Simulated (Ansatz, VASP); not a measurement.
**BaTiO3 in VASP and in Ansatz**

INCAR

```
PREC = Accurate ; ENCUT = 520
EDIFF = 1E-7 ; ISMEAR = 0
SIGMA = 0.05 ; LREAL = F
LASPH = T ; NELM = 100
ALGO = Normal ; ISIF = 2
LWAVE = F ; LCHARG = F
GGA = PE ; NBANDS = 28
```

The input KPOINTS:

```
Automatic mesh
0
Gamma
  8 8 8
```

The input POSCAR:

```
BaTiO3
1.0
    4.0192501416      0.0000000000      0.0000000000
    0.0000000000      4.0192501416      0.0000000000
    0.0000000000      0.0000000000      4.0192501416
Ba Ti O
1 1 3
Direct
    0.5000000000      0.4882654673      0.4882654673
    0.0000000000      0.0000000000      0.0000000000
    0.5000000000      0.0000000000      0.0000000000
    0.0000000000      0.5000000000      0.0000000000
    0.0000000000      0.0000000000      0.5000000000
```

Input for Ansatz:

```yaml
crystal:
  lattice:
    - [4.0192501416, 0.0, 0.0]
    - [0.0, 4.0192501416, 0.0]
    - [0.0, 0.0, 4.0192501416]
  atoms:
    - { symbol: Ba, position: [0.5, 0.4882654673, 0.4882654673] }
    - { symbol: Ti, position: [0.0, 0.0, 0.0] }
    - { symbol: O, position: [0.5, 0.0, 0.0] }
    - { symbol: O, position: [0.0, 0.5, 0.0] }
    - { symbol: O, position: [0.0, 0.0, 0.5] }
basis:
  ecutwfc: 420
kpoints:
  mp_grid: { grid: [8, 8, 8] }
hamiltonian:
  xc: pbe
scf:
  occupations: { method: gaussian, width: 0.05 }
output:
  forces: true
  stress: true
  eigenvalues: true
```

Alike in both runs: task single point; functional PBE; k mesh 8 × 8 × 8; occupations gaussian, width 0.05 eV; no spin polarisation.

|  | VASP | Ansatz |
| --- | --- | --- |
| version | VASP 6.6.1 | Ansatz 0.2.0 |
| potentials or method | VASP PAW PBE potentials, release 64 (Ba_sv, Ti_sv, O), cutoff 520 eV | scalar-relativistic, plane waves, PAW |
| valence electrons in the cell | 40 | 40 |

```tsv
	VASP	Ansatz	Ansatz less VASP
gap on the k mesh at the Fermi level (eV)	1.72	1.78	+0.064
least direct gap on the mesh (eV)	1.87	1.90	+0.025
pressure (GPa)	1.8	0.1	-1.72
traceless stress, the component that is largest in VASP (GPa)	0.13	0.12	-0.010
rms of the force components (eV/Å)	0.127	0.116	-0.0111
```

Atom by atom the forces differ by 0.013 eV/Å (rms over components).

Spin-orbit coupling is off throughout.
